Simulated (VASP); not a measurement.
# Se (I4_1/amd) in VASP: notebook

Runs on Se. Level: LDA. Tasks: relaxation of cell and atoms.

Everything below comes from runs of VASP 6.6.1. Logs are shortened: lines on timing, memory, paths and dates and some standing lists are left out, and cuts for length are marked.

## 1. The cell of the first run

It takes space group I4_1/amd (No. 141, tetragonal). Conventional cell: a = 4.378 Å, b = 4.378 Å, c = 2.408 Å, α = 90.00°, β = 90.00°, γ = 90.00°. Se (site symmetry -4m2) has 10 Se at 2.27 to 2.84 Å within 3.0 Å.

## 2. Relaxation of cell and atoms, LDA, target pressure 140 GPa, at which the enthalpy is minimised

The input, INCAR:

```
SYSTEM = Se
PREC     = Accurate       ! precision mode
ENCUT    = 600            ! plane-wave cutoff, eV
EDIFF    = 1E-7           ! SCF threshold, eV
ISMEAR   = -1             ! smearing method
SIGMA    = 0.1            ! smearing width, eV
LREAL    = .FALSE.        ! projectors in reciprocal space
LASPH    = .TRUE.         ! aspherical terms in the spheres
NELM     = 80             ! most SCF steps
ALGO     = Normal         ! electronic algorithm
ISIF     = 3              ! what is computed and relaxed
LWAVE    = .FALSE.        ! write WAVECAR
LCHARG   = .FALSE.        ! write CHGCAR
GGA      = CA             ! functional
IBRION   = 2              ! ionic algorithm
NSW      = 60             ! ionic steps
EDIFFG   = -0.005         ! ionic threshold
PSTRESS  = 1400.0
```

The input, KPOINTS:

```
Automatic mesh
0
G
  17 17 17
  0 0 0
```

The input, POSCAR:

```
Se
1.0
   -2.1891407951      2.1891407951      1.2040274373
    2.1891407951     -2.1891407951      1.2040274373
    2.1891407951      2.1891407951     -1.2040274373
Se
2
Direct
   -0.3750000000     -0.1250000000     -0.2500000000
    0.3750000000      0.1250000000      0.2500000000
```

Potentials or basis: VASP PAW LDA potentials, release 64 (Se).

On the command line:

```console
> cat potpaw_LDA.64/Se/POTCAR > POTCAR
> mpirun -np 1 vasp_std > vasp.out
```

OUTCAR:

```text
SYSTEM = Se
   PREC = Accurate
   ENCUT = 600
   EDIFF = 1E-7
   ISMEAR = -1
   LREAL = .FALSE.
   LASPH = .TRUE.
   NELM = 80
   ISIF = 3
   GGA = CA
   IBRION = 2
   NSW = 60
   EDIFFG = -0.005
   PSTRESS = 1400.0

 ion  position               nearest neighbor table
   1  0.625  0.875  0.750-   2 2.27   2 2.27   2 2.27   2 2.27
   2  0.375  0.125  0.250-   1 2.27   1 2.27   1 2.27   1 2.27

  LATTYP: Found a body centered tetragonal cell.
 ALAT       =     4.3782815902
 C/A-ratio  =     0.5500000000

  Lattice vectors:

 A1 = (  -2.1891407951,   2.1891407951,   1.2040274373)
 A2 = (   2.1891407951,  -2.1891407951,   1.2040274373)
 A3 = (   2.1891407951,   2.1891407951,  -1.2040274373)

Analysis of symmetry for initial positions (statically):
=====================================================================
 Subroutine PRICEL returns:
 Original cell was already a primitive cell.

 Routine SETGRP: Setting up the symmetry group for a
 body centered tetragonal supercell.

 Subroutine GETGRP returns: Found 16 space group operations
 (whereof  4 operations were pure point group operations)
 out of a pool of 16 trial point group operations.

The static configuration has the point symmetry C_2h.
 The point group associated with its full space group is D_4h.

Analysis of symmetry for dynamics (positions and initial velocities):
=====================================================================
 Subroutine PRICEL returns:
 Original cell was already a primitive cell.

 Routine SETGRP: Setting up the symmetry group for a
 body centered tetragonal supercell.

 Subroutine GETGRP returns: Found 16 space group operations
 (whereof  4 operations were pure point group operations)
 out of a pool of 16 trial point group operations.

The dynamic configuration has the point symmetry C_2h.
 The point group associated with its full space group is D_4h.

 Subroutine INISYM returns: Found 16 space group operations
 (whereof  4 operations are pure point group operations),
 and found     1 'primitive' translations

----------------------------------------------------------------------------------------

                                     Primitive cell

  volume of cell :      23.0804

  direct lattice vectors                    reciprocal lattice vectors
    -2.189140795  2.189140795  1.204027437     0.000000000  0.228400111  0.415272929
     2.189140795 -2.189140795  1.204027437     0.228400111  0.000000000  0.415272929
     2.189140795  2.189140795 -1.204027437     0.228400111  0.228400111  0.000000000

  length of vectors
     3.321800252  3.321800252  3.321800252     0.473939042  0.473939042  0.323006534

  position of ions in fractional coordinates (direct lattice)
     0.625000000  0.875000000  0.750000000
     0.375000000  0.125000000  0.250000000

  ion indices of the primitive-cell ions
   primitive index   ion index
                 1           1
                 2           2

----------------------------------------------------------------------------------------

 KPOINTS: Automatic mesh

Automatic generation of k-mesh.
 Grid dimensions read from file:
 generate k-points for:   17   17   17

 Generating k-lattice:

  Cartesian coordinates                     Fractional coordinates (reciprocal lattice)
     0.000000000  0.013435301  0.024427819     0.058823529  0.000000000  0.000000000
     0.013435301  0.000000000  0.024427819     0.000000000  0.058823529  0.000000000
     0.013435301  0.013435301  0.000000000     0.000000000  0.000000000  0.058823529

  Length of vectors
     0.027878767  0.027878767  0.019000384

  Shift w.r.t. Gamma in fractional coordinates (k-lattice)
     0.000000000  0.000000000  0.000000000

 Subroutine IBZKPT returns following result:
 ===========================================

 Found    405 irreducible k-points:

 Following reciprocal coordinates:
            Coordinates               Weight
  0.000000  0.000000  0.000000      1.000000
  0.058824 -0.000000  0.000000      8.000000
  0.117647  0.000000 -0.000000      8.000000
  0.176471  0.000000 -0.000000      8.000000
  0.235294  0.000000 -0.000000      8.000000
  0.294118  0.000000  0.000000      8.000000
[... 16 lines left out ...]
 -0.176471  0.058824  0.000000     16.000000
 -0.117647  0.058824  0.000000     16.000000
 [... further k-points ...]
   k-points           NKPTS =    405   k-points in BZ     NKDIM =    405   number of bands    NBANDS=     10
   number of dos      NEDOS =    301   number of ions     NIONS =      2
   total plane-waves  NPLWV =  21952
   dimension x,y,z NGX =    28 NGY =   28 NGZ =   28
   dimension x,y,z NGXF=    56 NGYF=   56 NGZF=   56
   ions per type =               2
   NGX,Y,Z   is equivalent  to a cutoff of  14.01, 14.01, 14.01 a.u.
   NGXF,Y,Z  is equivalent  to a cutoff of  28.03, 28.03, 28.03 a.u.
 SYSTEM =  Se
   PREC   = accura    normal or accurate (medium, high low for compatibility)
   ISTART =      0    job   : 0-new  1-cont  2-samecut
   ICHARG =      2    charge: 1-file 2-atom 10-const
   ISPIN  =      1    spin polarized calculation?
   LNONCOLLINEAR =      F non collinear calculations
   LSORBIT =      F    spin-orbit coupling
   LASPH  =      T    aspherical Exc in radial PAW
   ENCUT  =  600.0 eV  44.10 Ry    6.64 a.u.   6.63  6.63  6.63*2*pi/ulx,y,z
   NELM   =     80;   NELMIN=  2; NELMDL= -5     # of ELM steps
   EDIFF  = 0.1E-06   stopping-criterion for ELM
   LREAL  =      F    real-space projection
   EDIFFG = -.5E-02   stopping-criterion for IOM
   NSW    =     60    number of steps for IOM
   IBRION =      2    ionic relax: 0-MD 1-quasi-New 2-CG
   NFREE  =      1    steps in history (QN), initial steepest desc. (CG)
   ISIF   =      3    stress and relaxation
   ISYM   =      2    0-nonsym 1-usesym 2-fastsym
   POTIM  = 0.5000    time-step for ionic-motion
   TEBEG  =    0.0;   TEEND  =   0.0 temperature during run
   PSTRESS= 1400.0 pullay stress
   NELECT =      12.0000    total number of electrons
   NUPDOWN=      -1.0000    fix difference up-down
   EMIN   =  10.00;   EMAX   =-10.00  energy-range for DOS
   EFERMI =   0.00;   METHOD = LEGACY
   ISMEAR =    -1;   SIGMA  =   0.10  broadening in eV -4-tet -1-fermi 0-gaus
   EFERMI_NEDOS =   21; number of points for ismear=-14 and -15
   IALGO  =     38    algorithm
   IMIX   =      4    mixing-type and parameters
     AMIX     =   0.40;   BMIX     =  1.00
     AMIX_MAG =   1.60;   BMIX_MAG =  1.00
  volume/ion in A,a.u.               =      11.54        77.88
  Fermi-wavevector in a.u.,A,eV,Ry     =   1.316398  2.487632 23.577598  1.732905
  Thomas-Fermi vector in A             =   2.446513
   LORBIT       =      0    0 simple, 1 ext, 2 COOP (PROOUT), +10 PAW based schemes
   GGA     = CA    functional components
   LHFCALC =     F    Hartree Fock is set to
   AEXX    =    0.0000 exact exchange contribution
   IVDW    =     0    specifies the selected vdW correction
   LEPSILON=     F    determine dielectric tensor
   LRPA    =     F    only Hartree local field effects (RPA)
 conjugate gradient relaxation of ions
 non-spin polarized calculation
  energy-cutoff  :      600.00
  volume of cell :       23.08
 maximum number of plane-waves:       789
   NGX = 13   NGY = 13   NGZ = 13

--------------------------------------- Ionic step        1  -------------------------------------------

 number of electron      11.9999999 magnetization

 Free energy of the ion-electron system (eV)
  ---------------------------------------------------
  ext. energy  EPLUGINS =         0.00000000
  ---------------------------------------------------
  free energy    TOTEN  =        -1.90672512 eV

  energy without entropy =       -1.87854182  energy(sigma->0) =       -1.89263347

------------------------ aborting loop because EDIFF is reached ----------------------------------------

  FORCE on cell =-STRESS in cart. coord.  units (eV):
  Direction    XX          YY          ZZ          XY          YZ          ZX
  --------------------------------------------------------------------------------------
  -------------------------------------------------------------------------------------
  Total       23.9604610     23.9604610     21.5827897      0.0000000     -0.0000000     -0.0000000
  in kB     1663.2670680   1663.2670680   1498.2158838      0.0000000     -0.0000000     -0.0000000
  external PRESSURE =     208.2500066 kB  Pullay stress =    1400.0000000 kB
[... 93 lines left out ...]
  FREE ENERGIE OF THE ION-ELECTRON SYSTEM (eV)
  ---------------------------------------------------
  free  energy   TOTEN  =        -2.8994098673 eV

  energy  without entropy=       -2.8717246763  energy(sigma->0) =       -2.88556727

  enthalpy is  TOTEN    =        18.1923913241 eV   P V=       21.0918011913

[... ionic steps 4 to 7 ...]

--------------------------------------- Ionic step        8  -------------------------------------------

 number of electron      12.0000001 magnetization

------------------------ aborting loop because EDIFF is reached ----------------------------------------

  FORCE on cell =-STRESS in cart. coord.  units (eV):
  Direction    XX          YY          ZZ          XY          YZ          ZX
  --------------------------------------------------------------------------------------
  -------------------------------------------------------------------------------------
  Total       21.0999431     21.0999431     21.0318978      0.0000000     -0.0000000      0.0000000
  in kB     1415.6658383   1415.6658383   1411.1004526      0.0000000     -0.0000000      0.0000000
  external PRESSURE =      14.1440431 kB  Pullay stress =    1400.0000000 kB
[... 61 lines left out ...]
  enthalpy is  TOTEN    =        18.1657418710 eV   P V=       20.9230782335

--------------------------------------- Ionic step       10  -------------------------------------------

 number of electron      12.0000001 magnetization

 Free energy of the ion-electron system (eV)
  ---------------------------------------------------
  ext. energy  EPLUGINS =         0.00000000
  ---------------------------------------------------
  free energy    TOTEN  =        -2.75592352 eV

  energy without entropy =       -2.72682851  energy(sigma->0) =       -2.74137602

 E-fermi :  14.5727     XC(G=0): -13.1729

 val. band max:       14.5677181423   @ k =  -0.1765   0.2941   0.1765
 cond. band min:      14.5747486168   @ k =   0.0588   0.0588   0.0588
 fundamental gap:      0.0070304745
 Fermi energy:        14.5727159889

 k-point     1 :       0.0000    0.0000    0.0000
  band No.  band energies     occupation
      1      -8.9160      2.00000
      2       2.7262      2.00000
      3       5.2521      2.00000
      4       5.2521      2.00000
      5      13.3171      1.99999
      6      18.0175      0.00000
      7      18.0175      0.00000
      8      19.6104      0.00000
      9      20.1262      0.00000
     10      23.0923      0.00000
[... 287 lines left out ...]
 k-point    24 :      -0.1176    0.0588    0.0000
  band No.  band energies     occupation
      1      -8.7020      2.00000
      2       1.8430      2.00000
      3       5.2561      2.00000
      4       6.2773      2.00000
      5      13.9866      1.99432
      6      16.4610      0.00000
      7      17.7196      0.00000
      8      18.8724      0.00000
      9      19.1864      0.00000
     10      23.6952      0.00000

 [... further k-points ...]
[... 5 lines left out ...]
  --------------------------------------------------------------------------------------
  -------------------------------------------------------------------------------------
  Total       20.9197466     20.9197466     20.9311748     -0.0000000     -0.0000000      0.0000000
  in kB     1399.8717391   1399.8717391   1400.6364736     -0.0000000     -0.0000000      0.0000000
  external PRESSURE =       0.1266506 kB  Pullay stress =    1400.0000000 kB
[... 17 lines left out ...]
  FREE ENERGIE OF THE ION-ELECTRON SYSTEM (eV)
  ---------------------------------------------------
  free  energy   TOTEN  =        -2.7559235219 eV

  energy  without entropy=       -2.7268285134  energy(sigma->0) =       -2.74137602

  enthalpy is  TOTEN    =        18.1657398197 eV   P V=       20.9216633416

 reached required accuracy - stopping structural energy minimisation
```

Run time: 3.7 min. Hardware: 1 thread of Intel Xeon 6975P-C (Granite Rapids), shared host; peak memory 0.24 GiB.

Results:

```yaml
Free_energy: -2.7559 eV
Relaxed_volume: 11.97 Å³/atom
Relaxed_cell: a = 3.394 Å, b = 3.394 Å, c = 3.394 Å, α = 96.98°, β = 96.98°, γ = 139.19°
Space_group_after_relaxing_to_0.1_Å: I4_1/amd (No. 141)
Energy_change_on_relaxing_the_run_minimises_the_enthalpy: -424.6 meV/atom
Ionic_steps: 10
Pressure_after_relaxing: 140.0 GPa
Band_gap_on_the_k_mesh: zero (bands 6 and 7 overlap by 8.06 eV)
```

The path:
```tsv
step	energy change (eV)	largest force (eV/Å)	pressure (GPa)	volume (Å³)
1	0.0000	0.0000	160.83	23.08
2	-3.6678	0.0000	69.40	28.43
3	-0.9927	0.0000	135.69	24.14
4	-0.9129	0.0000	137.71	24.05
5	-0.8390	0.0000	140.35	23.93
6	-0.8637	0.0000	139.65	23.96
7	-0.8657	0.0000	139.59	23.96
8	-0.7937	0.0000	141.41	23.88
9	-0.8506	0.0000	139.97	23.94
10	-0.8492	0.0000	140.01	23.94
```

Final structure:
```
Se
1.0
    -2.24924    2.24924    1.18317
     2.24924   -2.24924    1.18317
     2.24924    2.24924   -1.18317
Se
2
Cartesian
  2.2492 1.1246 0.8874
  0.0000 1.1246 0.2958
```

Levels at points of the mesh, in eV from the Fermi level:
| k point | band 3 | band 4 | band 5 | band 6 | band 7 | band 8 | band 9 | band 10 |
| --- | --- | --- | --- | --- | --- | --- | --- | --- |
| (0.00, 0.00, 0.00) | -9.32 | -9.32 | -1.26 | 3.44 | 3.44 | 5.04 | 5.55 | 8.52 |

Caveat: the cell is relaxed towards a set pressure, so the run minimises the enthalpy, not the energy.

## 3. Relaxation of cell and atoms, LDA, target pressure 140 GPa, at which the enthalpy is minimised

This run uses another cell than the first one, of 11.91 Å³/atom.

The input, INCAR:

```
PREC = Accurate
ENCUT = 600
EDIFF = 1E-6
ISMEAR = -1
SIGMA = 0.1
LREAL = False
LASPH = True
NELM = 60
ALGO = Normal
ISIF = 3
LWAVE = False
LCHARG = False
IBRION = 2
NSW = 32
EDIFFG = -0.005
PSTRESS = 1400.0
```

The input, KPOINTS:

```
regular mesh
0
Gamma
  17 17 17
```

The input, POSCAR:

```
Se
1.0
   -2.2454759415      2.2454759415      1.1813717184
    2.2454759415     -2.2454759415      1.1813717184
    2.2454759415      2.2454759415     -1.1813717184
Se
2
Direct
   -0.3750000000     -0.1250000000     -0.2500000000
    0.3750000000      0.1250000000      0.2500000000
```

Potentials or basis: VASP PAW LDA potentials, release 64 (Se).

On the command line:

```console
> cat potpaw_LDA.64/Se/POTCAR > POTCAR
> mpirun -np 1 vasp_std > vasp.out
```

Run time: 75 s. Hardware: 1 thread of Intel Xeon 6975P-C (Granite Rapids), shared host; peak memory 0.23 GiB.

Results (log left out):

| Item | Value |
| --- | --- |
| Free energy | -2.7575 eV |
| Relaxed volume | 11.97 Å³/atom |
| Relaxed cell | a = 3.394 Å, b = 3.394 Å, c = 3.394 Å, α = 96.98°, β = 96.98°, γ = 139.19° |
| Space group after relaxing (to 0.1 Å) | I4_1/amd (No. 141) |
| Energy change on relaxing (the run minimises the enthalpy) | -52.0 meV/atom |
| Ionic steps | 3 |
| Pressure after relaxing | 140.0 GPa |
| Band gap on the k mesh | zero (bands 6 and 7 overlap by 8.06 eV) |

The path:
| step | energy change (eV) | largest force (eV/Å) | pressure (GPa) | volume (Å³) |
| --- | --- | --- | --- | --- |
| 1 | 0.0000 | 0.0000 | 142.61 | 23.83 |
| 2 | -0.5699 | 0.0000 | 128.14 | 24.50 |
| 3 | -0.1041 | 0.0000 | 139.97 | 23.94 |

Final structure:
```xyz
2
Lattice="-2.2491 2.2491 1.1833 2.2491 -2.2491 1.1833 2.2491 2.2491 -1.1833" Properties=species:S:1:pos:R:3 pbc="T T T"
Se    2.2491    1.1246    0.8875
Se    0.0000    1.1246    0.2958
```

Levels at points of the mesh, in eV from the Fermi level:
| k point | band 4 | band 5 | band 6 | band 7 | band 8 | band 9 |
| --- | --- | --- | --- | --- | --- | --- |
| (0.00, 0.00, 0.00) | -9.32 | -1.25 | 3.45 | 3.45 | 5.03 | 5.55 |

Caveat: the cell is relaxed towards a set pressure, so the run minimises the enthalpy, not the energy.
